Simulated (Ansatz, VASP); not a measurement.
WS2: VASP beside Ansatz

```
W S
1.0
     1.50785    0.87056    6.44031
    -1.50785    0.87056    6.44031
     0.00000   -1.74112    6.44031
W S
1 2
Direct
  0.99852 0.99852 0.99852
  0.75754 0.75754 0.75754
  0.57524 0.57524 0.57524
```

Alike in both runs: task single point; functional PBEsol; k mesh 12 × 12 × 12; occupations gaussian, width 0.02 eV; no spin polarisation.

|  | VASP | Ansatz |
| --- | --- | --- |
| version | VASP 6.6.1 | Ansatz 0.2.0 |
| potentials or method | VASP PAW PBE potentials, release 64 (W_sv, S), cutoff 520 eV | scalar-relativistic, plane waves, PAW |
| valence electrons in the cell | 26 | 26 |

|  | VASP | Ansatz | Ansatz less VASP |
| --- | --- | --- | --- |
| gap on the k mesh at the Fermi level (eV) | 0.83 | 0.83 | -0.004 |
| least direct gap on the mesh (eV) | 1.46 | 1.46 | -0.006 |
| pressure (GPa) | -5.0 | -5.1 | -0.13 |
| traceless stress, the component that is largest in VASP (GPa) | -21.37 | -21.35 | +0.016 |
| rms of the force components (eV/Å) | 1.203 | 1.210 | +0.0069 |

VASP's potentials were made for PBE, not for PBEsol. Atom by atom the forces differ by 0.007 eV/Å (rms over components).

Neither program's run includes spin-orbit coupling.
